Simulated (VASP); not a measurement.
Crystal: HfO2.

```
Hf O
1.0
     0.00000    2.55750    2.55750
     2.55750    0.00000    2.55750
     2.55750    2.55750    0.00000
Hf O
1 2
Direct
  0.00000 0.00000 0.00000
  0.75000 0.75000 0.75000
  0.25000 0.25000 0.25000
```

* Program: VASP 6.6.1
* Task: relaxation of cell and atoms
* Functional: PBE
* Potentials or basis: VASP PAW PBE potentials, release 64 (Hf_pv, O)
* Cutoff: 600 eV
* k mesh: 9 × 9 × 9
* Occupations: fermi-dirac, width 0.05 eV
* Spin: no spin polarisation
* Hubbard terms: Hf d U = 4.0 eV

At the start: pressure 4.4 GPa; volume 11.15 Å³/atom.

Question: How do energy, volume and symmetry change on relaxing?

Answer: Over 3 steps the energy falls by 2.7 meV/atom and the volume is 11.35 Å³/atom (+1.8 %); space group Fm-3m (No. 225, to 0.1 Å) before and after.

The path:
```csv
step,energy change (eV),largest force (eV/Å),pressure (GPa),volume (Å³)
1,0.0000,0.0000,4.37,33.46
2,0.0084,0.0000,-5.57,34.95
3,-0.0081,0.0000,-0.08,34.05
```

Final structure:
```xyz
3
Lattice="0.0000 2.5726 2.5726 2.5726 0.0000 2.5726 2.5726 2.5726 0.0000" Properties=species:S:1:pos:R:3 pbc="T T T"
Hf    0.0000    0.0000    0.0000
O     3.8589    3.8589    3.8589
O     1.2863    1.2863    1.2863
```
